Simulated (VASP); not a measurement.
**Ca3P2: single point with LDA**

Ca3P2:

```
Ca P
1.0
     5.61940    1.40485    1.40485
     1.40485    5.61940    1.40485
     1.40485    1.40485    5.61940
Ca P
3 2
Direct
  0.00000 0.50000 0.50000
  0.50000 0.00000 0.50000
  0.50000 0.50000 0.00000
  0.00000 0.00000 0.00000
  0.50000 0.50000 0.50000
```

This cell differs from its parent crystal: ratio of the length along [111] to the lengths across it x 2.0, volume and fractional coordinates fixed.

```yaml
Program: VASP 6.6.1
Task: single point
Functional: LDA
Potentials_or_basis: VASP PAW LDA potentials, release 64 (Ca_sv, P)
Cutoff: 520 eV
k_mesh: 8 × 8 × 8
Occupations: gaussian, width 0.03 eV
Spin: no spin polarisation
Dipole_correction: no
Further_INCAR_settings: ALGO = Fast; EDIFF = 1e-06; NBANDS = 28
```

- Pressure: -1.0 GPa
- Band gap on the k mesh: zero (bands 20 and 21 overlap by 0.96 eV)

Stress tensor (GPa, compression positive):
```
-1.04 -4.59 -4.59
-4.59 -1.04 -4.59
-4.59 -4.59 -1.04
```

Levels at points of the mesh, in eV from the Fermi level:
| k point | band 18 | band 19 | band 20 | band 21 | band 22 | band 23 |
| --- | --- | --- | --- | --- | --- | --- |
| (0.00, 0.00, 0.00) | -1.18 | 0.00 | 0.00 | 0.04 | 0.43 | 0.73 |
| (0.50, 0.00, 0.00) | -1.08 | -0.94 | -0.75 | 0.13 | 1.45 | 1.58 |
| (0.50, 0.50, 0.50) | -1.09 | -1.09 | -0.93 | -0.53 | 1.06 | 1.06 |
| (0.50, 0.50, 0.00) | -1.63 | -0.47 | 0.43 | 0.50 | 1.07 | 1.90 |

Wall time 16 min on 1 thread of Oxide Virtual Turin-like Processor (shared host), peak memory 0.36 GiB.
